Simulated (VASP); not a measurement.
# PbF2 (Fm-3m) in VASP: single point with PBE

Aim: the single point of PbF2 with PBE.

All numbers are computed with VASP 6.6.1; they aren't measurements. Logs are shortened: lines on timing, memory, paths and dates and some standing lists are left out, and cuts for length are marked.

### 1 The cell of the first run

It takes space group Fm-3m (No. 225, cubic). Conventional cell: a = 6.000 Å, b = 6.000 Å, c = 6.000 Å, α = 90.00°, β = 90.00°, γ = 90.00°. Pb (site symmetry m-3m) has 8 F at 2.60 Å within 3.4 Å. F (site symmetry -43m) has 4 Pb at 2.60 Å and 6 F at 3.00 Å within 3.4 Å.

### 2 Single point, PBE

File INCAR:

```
PREC     = Accurate       # precision mode
ENCUT    = 520            # plane-wave cutoff, eV
EDIFF    = 1E-6           # SCF threshold, eV
ISMEAR   = 0              # smearing method
SIGMA    = 0.02           # smearing width, eV
LREAL    = False          # projectors in reciprocal space
LASPH    = True           # aspherical terms in the spheres
NELM     = 100            # most SCF steps
ALGO     = Normal         # electronic algorithm
ISIF     = 2              # what is computed and relaxed
LWAVE    = False          # write WAVECAR
LCHARG   = False          # write CHGCAR
GGA      = PE             # functional
NBANDS   = 21             # bands
```

File KPOINTS:

```
Automatic mesh
0
Gamma
  8 8 8
```

File POSCAR:

```
PbF2
1.0
    0.0000000000      3.0000716065      3.0000716065
    3.0000716065      0.0000000000      3.0000716065
    3.0000716065      3.0000716065      0.0000000000
Pb F
1 2
Direct
    0.0000000000      0.0000000000      0.0000000000
    0.2500000000      0.2500000000      0.2500000000
    0.7500000000      0.7500000000      0.7500000000
```

Potentials or basis: VASP PAW PBE potentials, release 64 (Pb_d, F).

Started as:

```
$ cat potpaw_PBE.64/Pb_d/POTCAR potpaw_PBE.64/F/POTCAR > POTCAR
$ mpirun -np 1 vasp_std > vasp.out
```

OUTCAR:

```text
PREC = Accurate
   ENCUT = 520
   EDIFF = 1E-6
   ISMEAR = 0
   LREAL = False
   LASPH = True
   NELM = 100
   ISIF = 2
   GGA = PE

 ion  position               nearest neighbor table
   1  0.000  0.000  0.000-   3 2.60   3 2.60   2 2.60   2 2.60   3 2.60   2 2.60   3 2.60   2 2.60

   2  0.250  0.250  0.250-   1 2.60   1 2.60   1 2.60   1 2.60
   3  0.750  0.750  0.750-   1 2.60   1 2.60   1 2.60   1 2.60

  LATTYP: Found a face centered cubic cell.
 ALAT       =     6.0001432130

  Lattice vectors:

 A1 = (   0.0000000000,   3.0000716065,   3.0000716065)
 A2 = (   3.0000716065,   0.0000000000,   3.0000716065)
 A3 = (   3.0000716065,   3.0000716065,   0.0000000000)

Analysis of symmetry for initial positions (statically):
=====================================================================
 Subroutine PRICEL returns:
 Original cell was already a primitive cell.

 Routine SETGRP: Setting up the symmetry group for a
 face centered cubic supercell.

 Subroutine GETGRP returns: Found 48 space group operations
 (whereof 48 operations were pure point group operations)
 out of a pool of 48 trial point group operations.

The static configuration has the point symmetry O_h .

Analysis of symmetry for dynamics (positions and initial velocities):
=====================================================================
 Subroutine PRICEL returns:
 Original cell was already a primitive cell.

 Routine SETGRP: Setting up the symmetry group for a
 face centered cubic supercell.

 Subroutine GETGRP returns: Found 48 space group operations
 (whereof 48 operations were pure point group operations)
 out of a pool of 48 trial point group operations.

The dynamic configuration has the point symmetry O_h .

 Subroutine INISYM returns: Found 48 space group operations
 (whereof 48 operations are pure point group operations),
 and found     1 'primitive' translations

----------------------------------------------------------------------------------------

                                     Primitive cell

  volume of cell :      54.0039

  direct lattice vectors                    reciprocal lattice vectors
     0.000000000  3.000071607  3.000071607    -0.166662689  0.166662689  0.166662689
     3.000071607  0.000000000  3.000071607     0.166662689 -0.166662689  0.166662689
     3.000071607  3.000071607  0.000000000     0.166662689  0.166662689 -0.166662689

  length of vectors
     4.242741954  4.242741954  4.242741954     0.288668244  0.288668244  0.288668244

  position of ions in fractional coordinates (direct lattice)
     0.000000000  0.000000000  0.000000000
     0.250000000  0.250000000  0.250000000
     0.750000000  0.750000000  0.750000000

  ion indices of the primitive-cell ions
   primitive index   ion index
                 1           1
                 2           2
                 3           3

----------------------------------------------------------------------------------------

 KPOINTS: Automatic mesh

Automatic generation of k-mesh.
 Grid dimensions read from file:
 generate k-points for:    8    8    8

 Generating k-lattice:

  Cartesian coordinates                     Fractional coordinates (reciprocal lattice)
    -0.020832836  0.020832836  0.020832836     0.125000000  0.000000000  0.000000000
     0.020832836 -0.020832836  0.020832836     0.000000000  0.125000000  0.000000000
     0.020832836  0.020832836 -0.020832836     0.000000000  0.000000000  0.125000000

  Length of vectors
     0.036083531  0.036083531  0.036083531

  Shift w.r.t. Gamma in fractional coordinates (k-lattice)
     0.000000000  0.000000000  0.000000000

 Subroutine IBZKPT returns following result:
 ===========================================

 Found     29 irreducible k-points:

 Following reciprocal coordinates:
            Coordinates               Weight
  0.000000  0.000000  0.000000      1.000000
  0.125000  0.000000  0.000000      8.000000
  0.250000  0.000000  0.000000      8.000000
  0.375000  0.000000  0.000000      8.000000
  0.500000  0.000000  0.000000      4.000000
  0.125000  0.125000  0.000000      6.000000
[... 16 lines left out ...]
  0.500000  0.250000  0.125000     48.000000
 -0.375000  0.250000  0.125000     24.000000
 [... further k-points ...]
   k-points           NKPTS =     29   k-points in BZ     NKDIM =     29   number of bands    NBANDS=     21
   number of dos      NEDOS =    301   number of ions     NIONS =      3
   total plane-waves  NPLWV =  32768
   dimension x,y,z NGX =    32 NGY =   32 NGZ =   32
   dimension x,y,z NGXF=    64 NGYF=   64 NGZF=   64
   ions per type =               1   2
   NGX,Y,Z   is equivalent  to a cutoff of  12.54, 12.54, 12.54 a.u.
   NGXF,Y,Z  is equivalent  to a cutoff of  25.08, 25.08, 25.08 a.u.
 SYSTEM =  unknown system
   PREC   = accura    normal or accurate (medium, high low for compatibility)
   ISTART =      0    job   : 0-new  1-cont  2-samecut
   ICHARG =      2    charge: 1-file 2-atom 10-const
   ISPIN  =      1    spin polarized calculation?
   LNONCOLLINEAR =      F non collinear calculations
   LSORBIT =      F    spin-orbit coupling
   LASPH  =      T    aspherical Exc in radial PAW
   ENCUT  =  520.0 eV  38.22 Ry    6.18 a.u.   7.89  7.89  7.89*2*pi/ulx,y,z
   NELM   =    100;   NELMIN=  2; NELMDL= -5     # of ELM steps
   EDIFF  = 0.1E-05   stopping-criterion for ELM
   LREAL  =      F    real-space projection
   EDIFFG = 0.1E-04   stopping-criterion for IOM
   NSW    =      0    number of steps for IOM
   IBRION =     -1    ionic relax: 0-MD 1-quasi-New 2-CG
   NFREE  =      0    steps in history (QN), initial steepest desc. (CG)
   ISIF   =      2    stress and relaxation
   ISYM   =      2    0-nonsym 1-usesym 2-fastsym
   POTIM  = 0.5000    time-step for ionic-motion
   TEBEG  =    0.0;   TEEND  =   0.0 temperature during run
   PSTRESS=    0.0 pullay stress
   NELECT =      28.0000    total number of electrons
   NUPDOWN=      -1.0000    fix difference up-down
   EMIN   =  10.00;   EMAX   =-10.00  energy-range for DOS
   EFERMI =   0.00;   METHOD = LEGACY
   ISMEAR =     0;   SIGMA  =   0.02  broadening in eV -4-tet -1-fermi 0-gaus
   EFERMI_NEDOS =   21; number of points for ismear=-14 and -15
   IALGO  =     38    algorithm
   IMIX   =      4    mixing-type and parameters
     AMIX     =   0.40;   BMIX     =  1.00
     AMIX_MAG =   1.60;   BMIX_MAG =  1.00
  volume/ion in A,a.u.               =      18.00       121.48
  Fermi-wavevector in a.u.,A,eV,Ry     =   1.315182  2.485334 23.534051  1.729704
  Thomas-Fermi vector in A             =   2.445383
   LORBIT       =      0    0 simple, 1 ext, 2 COOP (PROOUT), +10 PAW based schemes
   GGA     = PE    functional components
   LHFCALC =     F    Hartree Fock is set to
   AEXX    =    0.0000 exact exchange contribution
   IVDW    =     0    specifies the selected vdW correction
   LEPSILON=     F    determine dielectric tensor
   LRPA    =     F    only Hartree local field effects (RPA)
 non-spin polarized calculation
 Gauss-broadening in eV      SIGMA  =   0.02
  energy-cutoff  :      520.00
  volume of cell :       54.00
 maximum number of plane-waves:      1475
   NGX = 15   NGY = 15   NGZ = 15

 number of electron      28.0000030 magnetization

 Free energy of the ion-electron system (eV)
  ---------------------------------------------------
  ext. energy  EPLUGINS =         0.00000000
  ---------------------------------------------------
  free energy    TOTEN  =       -14.35098426 eV

  energy without entropy =      -14.35098426  energy(sigma->0) =      -14.35098426

 E-fermi :   1.6465     XC(G=0):  -9.2249

 val. band max:        1.4484078497   @ k =  -0.2500   0.5000   0.2500
 cond. band min:       5.8669806710   @ k =   0.5000   0.5000   0.0000
 fundamental gap:      4.4185728213
 Fermi energy:         1.6465411280

 k-point     1 :       0.0000    0.0000    0.0000
  band No.  band energies     occupation
      1     -19.3577      2.00000
      2     -18.7996      2.00000
      3     -12.9531      2.00000
      4     -12.9531      2.00000
      5     -12.9531      2.00000
      6     -12.9110      2.00000
[... 13 lines left out ...]
     20      16.5178      0.00000
     21      18.7078      0.00000

 k-point     2 :       0.1250    0.0000    0.0000
  band No.  band energies     occupation
      1     -19.3308      2.00000
      2     -18.8234      2.00000
      3     -12.9479      2.00000
      4     -12.9479      2.00000
      5     -12.9258      2.00000
      6     -12.9108      2.00000
[... 13 lines left out ...]
     20      16.0975      0.00000
     21      18.1861      0.00000

 k-point     3 :       0.2500    0.0000    0.0000
  band No.  band energies     occupation
      1     -19.2595      2.00000
      2     -18.8872      2.00000
      3     -12.9408      2.00000
      4     -12.9408      2.00000
      5     -12.9049      2.00000
      6     -12.9049      2.00000
[... 13 lines left out ...]
     20      15.5355      0.00000
     21      16.9663      0.00000

 k-point     4 :       0.3750    0.0000    0.0000
  band No.  band energies     occupation
      1     -19.1681      2.00000
      2     -18.9690      2.00000
      3     -12.9410      2.00000
      4     -12.9410      2.00000
      5     -12.8914      2.00000
      6     -12.8914      2.00000
[... 13 lines left out ...]
     20      15.2178      0.00000
     21      15.9149      0.00000

 k-point     5 :       0.5000    0.0000    0.0000
  band No.  band energies     occupation
      1     -19.0984      2.00000
      2     -19.0344      2.00000
      3     -12.9422      2.00000
      4     -12.9422      2.00000
      5     -12.8847      2.00000
      6     -12.8847      2.00000
[... 13 lines left out ...]
     20      15.1270      0.00000
     21      15.4843      0.00000

 k-point     6 :       0.1250    0.1250    0.0000
  band No.  band energies     occupation
      1     -19.3221      2.00000
      2     -18.8309      2.00000
      3     -12.9425      2.00000
      4     -12.9425      2.00000
      5     -12.9226      2.00000
      6     -12.9149      2.00000
[... 13 lines left out ...]
     20      16.6662      0.00000
     21      18.1333      0.00000

 k-point     7 :       0.2500    0.1250    0.0000
  band No.  band energies     occupation
      1     -19.2673      2.00000
      2     -18.8795      2.00000
      3     -12.9331      2.00000
      4     -12.9331      2.00000
      5     -12.9149      2.00000
      6     -12.9023      2.00000
[... 13 lines left out ...]
     20      16.3727      0.00000
     21      17.6898      0.00000
[... 291 lines left out ...]
      1     -19.0769      2.00000
      2     -19.0417      2.00000
      3     -12.9315      2.00000
      4     -12.8996      2.00000
      5     -12.8887      2.00000
      6     -12.8427      2.00000
[... 13 lines left out ...]
     20      16.7361      0.00000
     21      18.0624      0.00000

 k-point    21 :       0.5000    0.5000    0.0000
  band No.  band energies     occupation
      1     -19.1069      2.00000
      2     -19.0085      2.00000
      3     -12.9409      2.00000
      4     -12.8901      2.00000
      5     -12.8789      2.00000
      6     -12.8789      2.00000
[... 13 lines left out ...]
     20      18.1473      0.00000
     21      18.6444      0.00000

 k-point    22 :       0.3750    0.2500    0.1250
  band No.  band energies     occupation
      1     -19.2096      2.00000
      2     -18.9290      2.00000
      3     -12.9270      2.00000
      4     -12.9198      2.00000
      5     -12.9141      2.00000
      6     -12.8879      2.00000
[... 13 lines left out ...]
     20      16.5549      0.00000
     21      17.4008      0.00000

 k-point    23 :       0.5000    0.2500    0.1250
  band No.  band energies     occupation
      1     -19.1369      2.00000
      2     -18.9924      2.00000
      3     -12.9276      2.00000
      4     -12.9188      2.00000
      5     -12.8974      2.00000
      6     -12.8675      2.00000
[... 13 lines left out ...]
     20      17.1016      0.00000
     21      17.6837      0.00000

 k-point    24 :      -0.3750    0.2500    0.1250
  band No.  band energies     occupation
      1     -19.0784      2.00000
      2     -19.0464      2.00000
      3     -12.9277      2.00000
      4     -12.9205      2.00000
      5     -12.8874      2.00000
      6     -12.8595      2.00000
[... 13 lines left out ...]
     20      17.2911      0.00000
     21      17.8334      0.00000

 [... further k-points ...]
[... 5 lines left out ...]
  --------------------------------------------------------------------------------------
  -------------------------------------------------------------------------------------
  Total       -0.0623593     -0.0623593     -0.0623593      0.0000000      0.0000000      0.0000000
  in kB       -1.8500652     -1.8500652     -1.8500652      0.0000000      0.0000000      0.0000000
  external PRESSURE =      -1.8500652 kB  Pullay stress =       0.0000000 kB

 VOLUME and BASIS-vectors are now :
 -----------------------------------------------------------------------------
  energy-cutoff  :      520.00
  volume of cell :       54.00
      direct lattice vectors                 reciprocal lattice vectors
     0.000000000  3.000071607  3.000071607    -0.166662689  0.166662689  0.166662689
     3.000071607  0.000000000  3.000071607     0.166662689 -0.166662689  0.166662689
     3.000071607  3.000071607  0.000000000     0.166662689  0.166662689 -0.166662689

 POSITION                                       TOTAL-FORCE (eV/Angst)
 -----------------------------------------------------------------------------------
      0.00000      0.00000      0.00000         0.000000      0.000000     -0.000000
      1.50004      1.50004      1.50004         0.000000      0.000000      0.000000
      4.50011      4.50011      4.50011        -0.000000     -0.000000     -0.000000
 -----------------------------------------------------------------------------------
    total drift:                                0.000000     -0.000000      0.000000

  FREE ENERGIE OF THE ION-ELECTRON SYSTEM (eV)
  ---------------------------------------------------
  free  energy   TOTEN  =       -14.3509842561 eV

  energy  without entropy=      -14.3509842561  energy(sigma->0) =      -14.35098426
```

Run time: 19 s. Hardware: 1 thread of AMD EPYC 9R14 (Zen 4), shared host; peak memory 0.15 GiB.

What came out:

* Free energy: -14.3510 eV
* Pressure: -0.2 GPa
* Band gap on the k mesh: 4.42 eV (least direct gap 4.56 eV)

Levels at points of the mesh, in eV from the valence-band top:
| k point | band 11 | band 12 | band 13 | band 14 | band 15 | band 16 | band 17 | band 18 |
| --- | --- | --- | --- | --- | --- | --- | --- | --- |
| (0.00, 0.00, 0.00) | -2.24 | -1.75 | -1.75 | -1.75 | 6.73 | 6.73 | 6.73 | 10.54 |
| (0.50, 0.00, 0.00) | -2.42 | -1.92 | -1.92 | -0.01 | 5.03 | 7.55 | 7.55 | 13.16 |
| (0.50, 0.50, 0.00) | -1.36 | -1.36 | -1.35 | -0.14 | 4.42 | 7.77 | 7.77 | 9.04 |

Caveat: spin-orbit coupling is left out, which moves the levels of the heavy elements. A k mesh can miss the band edges.
